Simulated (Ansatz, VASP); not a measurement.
Two plane-wave programs on CaMnC4N4

```
Ca Mn C N
1.0
     6.58407    0.00000    0.00000
     0.00000    6.58407    0.00000
     0.00000    0.00000    6.58407
Ca Mn C N
1 1 4 4
Direct
  0.00000 0.00000 0.00000
  0.50000 0.50000 0.50000
  0.21949 0.21949 0.21949
  0.21949 0.78051 0.78051
  0.78051 0.21949 0.78051
  0.78051 0.78051 0.21949
  0.32209 0.32209 0.32209
  0.32209 0.67791 0.67791
  0.67791 0.32209 0.67791
  0.67791 0.67791 0.32209
```

Alike in both runs: functional PBE; k mesh 4 × 4 × 4; occupations gaussian, width 0.1 eV; collinear spin.

Ansatz relaxed the structure, and its values are those at the end. VASP's run is a single point on that final structure, the one shown.

|  | VASP | Ansatz |
| --- | --- | --- |
| version | VASP 6.6.1 | Ansatz 0.2.0 |
| potentials or method | VASP PAW PBE potentials, release 64 (Ca_sv, Mn_pv, C, N), cutoff 520 eV | scalar-relativistic, plane waves, PAW |
| valence electrons in the cell | 59 | 61 |

Ansatz gave:

| Quantity | Value |
| --- | --- |
| gap on the k mesh at the Fermi level (eV) | 2.50 |
| least direct gap on the mesh (eV) | 2.53 |
| pressure (GPa) | 0.0 |
| rms of the force components (eV/Å) | 0.002 |
| net moment per atom (μB) | 0.50 |
| size of the moment on the site where the two differ most (μB) | 3.81 |

**Question.** Estimate VASP's values.

**Answer.** gap on the k mesh at the Fermi level (eV): 2.50; least direct gap on the mesh (eV): 2.53; pressure (GPa): 0.3; rms of the force components (eV/Å): 0.190; net moment per atom (μB): 0.50; size of the moment on the site where the two differ most (μB): 4.29.

Site moments also hang on the region over which each program counts them. VASP's potentials hold 59 valence electrons a cell and Ansatz's 61, so a difference there can come from the potentials and not from the codes.

Noted on VASP's run: the standard files for N, O and F lose accuracy on very short bonds.
